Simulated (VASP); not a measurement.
# Al30Si (a cell with a defect) in VASP: notebook

Al30Si (a cell with a defect) is run at these levels: PBE+D3(BJ); tasks: single point.

All numbers are computed with VASP 6.6.1; they aren't measurements. Logs are shortened: lines on timing, memory, paths and dates and some standing lists are left out, and cuts for length are marked.

### 1 The cell of the first run

The cell holds a defect, 31 atoms: a = 8.100 Å, b = 8.100 Å, c = 8.100 Å, α = 90.00°, β = 90.00°, γ = 90.00°.

### 2 Single point, PBE+D3(BJ)

The input, INCAR:

```
PREC = Accurate
ENCUT = 520
EDIFF = 1E-6
ISMEAR = 0
SIGMA = 0.15
LREAL = Auto
LASPH = True
NELM = 100
ALGO = Normal
ISIF = 2
LWAVE = False
LCHARG = False
GGA = PE
IVDW = 12
NBANDS = 68
```

The input, KPOINTS:

```
regular mesh
0
Gamma
  3 3 3
```

The input, POSCAR:

```
Al30Si
1.0
    8.1000000000      0.0000000000      0.0000000000
    0.0000000000      8.1000000000      0.0000000000
    0.0000000000      0.0000000000      8.1000000000
Al Si
30 1
Direct
    0.5031176543     -0.0004543210      0.0022737037
    0.7498600000      0.2477703704      0.0025481481
   -0.0030859259     -0.0004134568      0.0021312346
    0.2498695062      0.2477507407      0.0016181481
    0.4986827160      0.4991082716      0.0010213580
    0.7499487654      0.7513064198      0.0001691358
    0.2500820988     -0.0003301235      0.2492823457
    0.5019582716      0.2473801235      0.2496724691
    0.7499225926      0.5036449383      0.2542081481
    0.4960275309      0.0038991358      0.4994974074
    0.7500304938      0.2478237037      0.4972162963
    0.7499511111     -0.0040003704      0.7459701235
    0.0009838272      0.4993093827      0.0009935802
    0.2499528395      0.7475224691     -0.0041481481
   -0.0019329630      0.2473945679      0.2496680247
    0.2499037037      0.4979267901      0.2498672840
    0.5001098765      0.7514596296      0.2480064198
    0.0043219753      0.0041634568      0.4995255556
    0.2500674074      0.2566414815      0.5019828395
    0.5043333333      0.5045341975      0.5014837037
    0.2500386420     -0.0005564198      0.7538171605
    0.4993771605      0.2491203704      0.7510292593
    0.7498054321      0.5017550617      0.7476234568
    0.0001871605      0.7515869136      0.2478034568
   -0.0043770370      0.5045398765      0.5013833333
    0.2500612346      0.7488549383      0.5003891358
    0.0005216049      0.2492412346      0.7509479012
    0.2498138272      0.4996090123      0.7507140741
    0.5034944444      0.7479344444      0.7452771605
   -0.0036464198      0.7480290123      0.7451127160
    0.7504439506     -0.2064035802      0.4643002469
```

Potentials or basis: VASP PAW PBE potentials, release 64 (Al, Si).

The run is started by

```bash
$ cat potpaw_PBE.64/Al/POTCAR potpaw_PBE.64/Si/POTCAR > POTCAR
$ mpirun -np 1 vasp_std > vasp.out
```

OUTCAR:

```text
PREC = Accurate
   ENCUT = 520
   EDIFF = 1E-6
   ISMEAR = 0
   LREAL = Auto
   LASPH = True
   NELM = 100
   ISIF = 2
   GGA = PE
   IVDW = 12
 IVDW          = 12

 ion  position               nearest neighbor table
   1  0.503  1.000  0.002-  17 2.83   2 2.83   6 2.84   8 2.84   7 2.86  22 2.87   4 2.87  21 2.87
                            12 2.88  14 2.89  29 2.91
   2  0.750  0.248  0.003-   1 2.83   8 2.84   3 2.84  15 2.84  22 2.88  27 2.88   5 2.88  13 2.88
                             9 2.91  12 2.91  23 2.91
   3  0.997  1.000  0.002-  24 2.83   2 2.84   6 2.84  15 2.84   7 2.87  27 2.87   4 2.87  21 2.87
                            12 2.88  14 2.89  30 2.91
   4  0.250  0.248  0.002-   7 2.84  21 2.84  16 2.85  15 2.86  27 2.86  22 2.86   8 2.86   5 2.86
                            13 2.87   3 2.87   1 2.87  28 2.88
   5  0.499  0.499  0.001-  14 2.85  16 2.85  28 2.86  17 2.86  22 2.86   4 2.86   8 2.87   2 2.88
                             6 2.88   9 2.89  23 2.89  29 2.89
   6  0.750  0.751  0.000-   1 2.84   3 2.84  17 2.85  24 2.85  12 2.86  29 2.87  30 2.87   9 2.87
                            23 2.88  13 2.88   5 2.88
   7  0.250  1.000  0.249-   4 2.84  18 2.84  10 2.84  24 2.85  17 2.85   8 2.86  15 2.86   1 2.86
                             3 2.87  26 2.87  14 2.90  19 2.92
   8  0.502  0.247  0.250-  10 2.83   2 2.84   1 2.84  11 2.84   7 2.86   4 2.86   5 2.87  16 2.88
                             9 2.89  19 2.89  20 2.92
   9  0.750  0.504  0.254-  20 2.82  25 2.82  17 2.85  24 2.85  11 2.86   6 2.87  13 2.89   8 2.89
[... 31 lines left out ...]
  25  0.996  0.505  0.501-  30 2.79  23 2.82   9 2.82  26 2.86  24 2.87  19 2.88  11 2.88  28 2.88
                            27 2.89  16 2.90  15 2.91  31 3.08
  26  0.250  0.749  0.500-  29 2.85  30 2.86  20 2.86  25 2.86  28 2.86  10 2.87  18 2.87  16 2.87
                             7 2.87  17 2.88  24 2.88  21 2.89
  27  0.001  0.249  0.751-  18 2.84  19 2.86  21 2.86  28 2.86   4 2.86  13 2.86   3 2.87   2 2.88
                            23 2.88  12 2.89  11 2.89  25 2.89
  28  0.250  0.500  0.751-  19 2.82  14 2.82  13 2.86   5 2.86  26 2.86  27 2.86  22 2.86  30 2.88
                            29 2.88   4 2.88  25 2.88  20 2.89
  29  0.503  0.748  0.745-  20 2.79  23 2.82  12 2.83  26 2.85   6 2.87  10 2.88  28 2.88  14 2.89
                             5 2.89  21 2.89   1 2.91  31 3.05
  30  0.996  0.748  0.745-  25 2.79  23 2.82  12 2.83  26 2.86   6 2.87  18 2.88  28 2.88  14 2.89
                            13 2.89  21 2.89   3 2.91  31 3.05
  31  0.750  0.794  0.464-  18 2.69  10 2.69  24 2.70  17 2.70  12 2.81   9 2.90  30 3.05  29 3.05
                            25 3.08  20 3.09

  LATTYP: Found a simple cubic cell.
 ALAT       =     8.1000000000

  Lattice vectors:

 A1 = (   8.1000000000,   0.0000000000,   0.0000000000)
 A2 = (   0.0000000000,   8.1000000000,   0.0000000000)
 A3 = (   0.0000000000,   0.0000000000,   8.1000000000)

Analysis of symmetry for initial positions (statically):
=====================================================================
 Subroutine PRICEL returns:
 Original cell was already a primitive cell.

 Routine SETGRP: Setting up the symmetry group for a
 simple cubic supercell.

 Subroutine GETGRP returns: Found  1 space group operations
 (whereof  1 operations were pure point group operations)
 out of a pool of 48 trial point group operations.

The static configuration has the point symmetry C_1 .

Analysis of symmetry for dynamics (positions and initial velocities):
=====================================================================
 Subroutine PRICEL returns:
 Original cell was already a primitive cell.

 Routine SETGRP: Setting up the symmetry group for a
 simple cubic supercell.

 Subroutine GETGRP returns: Found  1 space group operations
 (whereof  1 operations were pure point group operations)
 out of a pool of 48 trial point group operations.

The dynamic configuration has the point symmetry C_1 .

 Subroutine INISYM returns: Found  1 space group operations
 (whereof  1 operations are pure point group operations),
 and found     1 'primitive' translations

----------------------------------------------------------------------------------------

                                     Primitive cell

  volume of cell :     531.4410

  direct lattice vectors                    reciprocal lattice vectors
     8.100000000  0.000000000  0.000000000     0.123456790  0.000000000  0.000000000
     0.000000000  8.100000000  0.000000000     0.000000000  0.123456790  0.000000000
     0.000000000  0.000000000  8.100000000     0.000000000  0.000000000  0.123456790

  length of vectors
     8.100000000  8.100000000  8.100000000     0.123456790  0.123456790  0.123456790

  position of ions in fractional coordinates (direct lattice)
[... 83 lines left out ...]

  Shift w.r.t. Gamma in fractional coordinates (k-lattice)
     0.000000000  0.000000000  0.000000000

 Subroutine IBZKPT returns following result:
 ===========================================

 Found     14 irreducible k-points:

 Following reciprocal coordinates:
            Coordinates               Weight
  0.000000  0.000000  0.000000      1.000000
  0.333333  0.000000  0.000000      2.000000
  0.000000  0.333333  0.000000      2.000000
  0.000000  0.000000  0.333333      2.000000
  0.333333  0.333333  0.000000      2.000000
  0.000000  0.333333  0.333333      2.000000
  0.333333  0.000000  0.333333      2.000000
 -0.333333  0.333333  0.000000      2.000000
 -0.333333  0.000000  0.333333      2.000000
  0.000000 -0.333333  0.333333      2.000000
  0.333333  0.333333  0.333333      2.000000
 -0.333333  0.333333  0.333333      2.000000
 -0.333333 -0.333333  0.333333      2.000000
  0.333333 -0.333333  0.333333      2.000000
   k-points           NKPTS =     14   k-points in BZ     NKDIM =     14   number of bands    NBANDS=     68
   number of dos      NEDOS =    301   number of ions     NIONS =     31
   total plane-waves  NPLWV = 216000
   dimension x,y,z NGX =    60 NGY =   60 NGZ =   60
   dimension x,y,z NGXF=   120 NGYF=  120 NGZF=  120
   ions per type =              30   1
   NGX,Y,Z   is equivalent  to a cutoff of  12.31, 12.31, 12.31 a.u.
   NGXF,Y,Z  is equivalent  to a cutoff of  24.63, 24.63, 24.63 a.u.
 SYSTEM =  unknown system
   PREC   = accura    normal or accurate (medium, high low for compatibility)
   ISTART =      0    job   : 0-new  1-cont  2-samecut
   ICHARG =      2    charge: 1-file 2-atom 10-const
   ISPIN  =      1    spin polarized calculation?
   LNONCOLLINEAR =      F non collinear calculations
   LSORBIT =      F    spin-orbit coupling
   LASPH  =      T    aspherical Exc in radial PAW
   ENCUT  =  520.0 eV  38.22 Ry    6.18 a.u.  15.06 15.06 15.06*2*pi/ulx,y,z
   NELM   =    100;   NELMIN=  2; NELMDL= -5     # of ELM steps
   EDIFF  = 0.1E-05   stopping-criterion for ELM
   LREAL  =      T    real-space projection
   EDIFFG = 0.1E-04   stopping-criterion for IOM
   NSW    =      0    number of steps for IOM
   IBRION =     -1    ionic relax: 0-MD 1-quasi-New 2-CG
   NFREE  =      0    steps in history (QN), initial steepest desc. (CG)
   ISIF   =      2    stress and relaxation
   ISYM   =      2    0-nonsym 1-usesym 2-fastsym
   POTIM  = 0.5000    time-step for ionic-motion
   TEBEG  =    0.0;   TEEND  =   0.0 temperature during run
   PSTRESS=    0.0 pullay stress
   NELECT =      94.0000    total number of electrons
   NUPDOWN=      -1.0000    fix difference up-down
   EMIN   =  10.00;   EMAX   =-10.00  energy-range for DOS
   EFERMI =   0.00;   METHOD = LEGACY
   ISMEAR =     0;   SIGMA  =   0.15  broadening in eV -4-tet -1-fermi 0-gaus
   EFERMI_NEDOS =   21; number of points for ismear=-14 and -15
   IALGO  =     38    algorithm
   IMIX   =      4    mixing-type and parameters
     AMIX     =   0.40;   BMIX     =  1.00
     AMIX_MAG =   1.60;   BMIX_MAG =  1.00
  volume/ion in A,a.u.               =      17.14       115.69
  Fermi-wavevector in a.u.,A,eV,Ry     =   0.918965  1.736593 11.490081  0.844497
  Thomas-Fermi vector in A             =   2.044106
   LORBIT       =      0    0 simple, 1 ext, 2 COOP (PROOUT), +10 PAW based schemes
   GGA     = PE    functional components
   LHFCALC =     F    Hartree Fock is set to
   AEXX    =    0.0000 exact exchange contribution
   IVDW    =    12    specifies the selected vdW correction
   LEPSILON=     F    determine dielectric tensor
   LRPA    =     F    only Hartree local field effects (RPA)
 non-spin polarized calculation
 Gauss-broadening in eV      SIGMA  =   0.15
  energy-cutoff  :      520.00
  volume of cell :      531.44
 maximum number of plane-waves:     14358
   NGX = 31   NGY = 31   NGZ = 31

 number of electron      94.0000000 magnetization

 Free energy of the ion-electron system (eV)
  ---------------------------------------------------
  ext. energy  EPLUGINS =         0.00000000
  ---------------------------------------------------
  free energy    TOTEN  =      -117.21463077 eV

  energy without entropy =     -117.10036243  energy(sigma->0) =     -117.15749660

 E-fermi :   7.4927     XC(G=0): -10.0451

 val. band max:        7.4713058078   @ k =   0.3333   0.0000   0.0000
 cond. band min:       7.5282104765   @ k =   0.0000   0.0000   0.3333
 fundamental gap:      0.0569046686
 Fermi energy:         7.4927260197

 k-point     1 :       0.0000    0.0000    0.0000
  band No.  band energies     occupation
      1      -3.4437      2.00000
      2      -1.6869      2.00000
      3      -1.2350      2.00000
      4      -1.1741      2.00000
      5      -1.1724      2.00000
      6      -1.1364      2.00000
[... 857 lines left out ...]
     58       9.4681      0.00000
     59       9.5338      0.00000
 [bands above 59 left out]

------------------------ aborting loop because EDIFF is reached ----------------------------------------

 Edisp (eV)  -10.05935

 E8    (eV) :    -4.4847

  FORCE on cell =-STRESS in cart. coord.  units (eV):
  Direction    XX          YY          ZZ          XY          YZ          ZX
  --------------------------------------------------------------------------------------
  -------------------------------------------------------------------------------------
  Total     -15.81347   -15.05894   -15.04049     0.01160     0.73103    -0.01083
  in kB     -47.67413   -45.39937   -45.34377     0.03498     2.20388    -0.03265
  external pressure =      -46.14 kB  Pullay stress =        0.00 kB

 VOLUME and BASIS-vectors are now :
 -----------------------------------------------------------------------------
  energy-cutoff  :      520.00
  volume of cell :      531.44
      direct lattice vectors                 reciprocal lattice vectors
     8.100000000  0.000000000  0.000000000     0.123456790  0.000000000  0.000000000
     0.000000000  8.100000000  0.000000000     0.000000000  0.123456790  0.000000000
     0.000000000  0.000000000  8.100000000     0.000000000  0.000000000  0.123456790

 POSITION                                       TOTAL-FORCE (eV/Angst)
 -----------------------------------------------------------------------------------
      4.07525      8.09632      0.01842        -0.002747      0.007576     -0.015046
      6.07387      2.00694      0.02064         0.005315      0.016928     -0.008640
      8.07500      8.09665      0.01726        -0.001090      0.008340     -0.014085
      2.02394      2.00678      0.01311         0.001217      0.009650     -0.005423
      4.03933      4.04278      0.00827        -0.004004      0.013310     -0.006033
      6.07458      6.08558      0.00137         0.000520      0.007453     -0.023690
[... 23 lines left out ...]
      8.07046      6.05903      6.03541        -0.005054      0.018882     -0.002838
      6.07860      6.42813      3.76083        -0.004006     -0.414180      0.340719
 -----------------------------------------------------------------------------------
    total drift:                                0.002820     -0.038183      0.017438

  FREE ENERGIE OF THE ION-ELECTRON SYSTEM (eV)
  ---------------------------------------------------
  free  energy   TOTEN  =      -127.2739770191 eV

  energy  without entropy=     -127.1597086816  energy(sigma->0) =     -127.21684285
```

Run time: 13 min. Hardware: 1 thread of Oxide Virtual Turin-like, shared host; peak memory 0.61 GiB.

What came out:

```
Free energy                : -127.2740 eV
Pressure                   : -4.6 GPa
Largest force              : 0.536 eV/Å
Band gap on the k mesh     : zero (band 47 reaches 7.85 eV, above the bottom of band 48 at 7.47 eV)
Dispersion energy per atom : -0.324 eV
```

Forces on the atoms (eV/Å):
```
Al  -0.003  0.008 -0.015
Al   0.005  0.017 -0.009
Al  -0.001  0.008 -0.014
Al   0.001  0.010 -0.005
Al  -0.004  0.013 -0.006
Al   0.001  0.007 -0.024
Al   0.001  0.017 -0.017
Al   0.004  0.019  0.001
Al   0.002  0.003 -0.033
Al   0.064 -0.013 -0.046
Al  -0.001  0.041  0.003
Al   0.001  0.037  0.015
Al   0.006  0.008 -0.007
Al   0.003  0.024 -0.004
Al  -0.007  0.020 -0.003
Al   0.002  0.023  0.003
Al   0.032  0.043 -0.001
Al  -0.066 -0.016 -0.048
Al   0.002 -0.015 -0.011
Al  -0.003  0.011 -0.014
Al  -0.001  0.009 -0.043
Al  -0.013  0.009 -0.016
Al   0.004  0.013 -0.011
Al  -0.036  0.042  0.002
Al   0.001  0.013 -0.012
Al   0.000  0.007 -0.001
Al   0.011  0.007 -0.012
Al   0.001  0.008 -0.008
Al   0.004  0.020 -0.002
Al  -0.005  0.019 -0.003
Si  -0.004 -0.414  0.341
```

Stress tensor (GPa, compression positive):
```
-4.77  0.00  0.00
 0.00 -4.54  0.22
 0.00  0.22 -4.53
```

### 3 Single point, PBE+D3(BJ)

Changes to INCAR since step 2:

```diff
@@ -7,3 +7,3 @@
 LASPH = True
-NELM = 100
+NELM = 80
 ALGO = Normal
```

The input, KPOINTS:

```
Automatic mesh
0
Gamma
  3 3 3
```

The input, POSCAR:

```
Al30Si
1.0
    8.1000000000      0.0000000000      0.0000000000
    0.0000000000      8.1000000000      0.0000000000
    0.0000000000      0.0000000000      8.1000000000
Al Si
30 1
Direct
    0.5041351852      0.0029817284      0.0048076543
    0.7499753086      0.2492569136      0.0018207407
   -0.0041804938      0.0029818519      0.0048029630
    0.2499755556      0.2518438272     -0.0007500000
    0.4994953086      0.5020766667     -0.0002666667
    0.7499748148      0.7566177778      0.0064658025
    0.2499744444      0.0018085185      0.2492543210
    0.5040854321      0.2462859259      0.2480881481
    0.7499733333      0.5036843210      0.2540303704
    0.4943679012      0.0005802469      0.5043518519
    0.7499745679      0.2445758025      0.4944422222
    0.7499743210     -0.0030050617      0.7473166667
    0.0004565432      0.5020780247     -0.0002676543
    0.2499749383      0.7506945679     -0.0035222222
   -0.0041355556      0.2462843210      0.2480874074
    0.2499722222      0.4948575309      0.2483806173
    0.4945090123      0.7467840741      0.2505387654
    0.0055796296      0.0005811111      0.5043501235
    0.2499750617      0.2546759259      0.5003914815
    0.5025840741      0.5028811111      0.5012649383
    0.2499745679      0.0027032099      0.7563079012
    0.4995280247      0.2513535802      0.7490159259
    0.7499733333      0.5031754321      0.7479166667
    0.0054370370      0.7467885185      0.2505361728
   -0.0026341975      0.5028816049      0.5012613580
    0.2499734568      0.7495816049      0.5014730864
    0.0004237037      0.2513554321      0.7490129630
    0.2499751852      0.5018464198      0.7492318519
    0.5025374074      0.7498087654      0.7481959259
   -0.0025866667      0.7498087654      0.7481935802
    0.7499681481     -0.0601617284      0.3115006173
```

Potentials or basis: VASP PAW PBE potentials, release 64 (Al, Si).

The run is started by

```bash
$ cat potpaw_PBE.64/Al/POTCAR potpaw_PBE.64/Si/POTCAR > POTCAR
$ mpirun -np 1 vasp_std > vasp.out
```

It took 13 min on 1 thread of Oxide Virtual Turin-like, shared host; peak memory 0.61 GiB.

The run converged. Its results:

- Free energy: -127.1221 eV
- Pressure: -4.5 GPa
- Largest force: 0.624 eV/Å
- Band gap on the k mesh: zero (band 47 reaches 7.83 eV, above the bottom of band 48 at 7.43 eV)
- Dispersion energy per atom: -0.325 eV

Forces on the atoms (eV/Å):
```
Al   0.008 -0.016  0.023
Al   0.000 -0.009  0.011
Al  -0.009 -0.015  0.023
Al   0.000 -0.008  0.009
Al  -0.006 -0.002  0.007
Al   0.000 -0.027  0.003
Al   0.000 -0.008  0.010
Al   0.008 -0.024  0.016
Al   0.000 -0.048 -0.013
Al   0.039 -0.044  0.016
Al   0.000 -0.003  0.028
Al   0.000  0.011  0.044
Al   0.006 -0.002  0.008
Al   0.000 -0.005  0.028
Al  -0.008 -0.024  0.016
Al   0.000 -0.011  0.011
Al   0.039 -0.016  0.044
Al  -0.038 -0.044  0.016
Al   0.000 -0.033  0.006
Al   0.000 -0.019  0.007
Al   0.000 -0.012  0.009
Al  -0.007 -0.004  0.003
Al   0.000 -0.011  0.010
Al  -0.039 -0.016  0.044
Al   0.000 -0.019  0.007
Al   0.000 -0.017  0.022
Al   0.008 -0.004  0.003
Al   0.000  0.003 -0.001
Al   0.002 -0.006  0.017
Al  -0.002 -0.006  0.017
Si   0.000  0.442 -0.441
```

Stress tensor (GPa, compression positive):
```
-4.54  0.00  0.00
 0.00 -4.46  0.26
 0.00  0.26 -4.47
```

Levels at points of the mesh, in eV from the Fermi level:
```csv
k point,band 44,band 45,band 46,band 47,band 48,band 49,band 50,band 51
"(0.00, 0.00, 0.00)",-0.34,-0.33,0.16,0.35,0.47,0.54,0.55,0.56
```

[end of part 1 of 2]
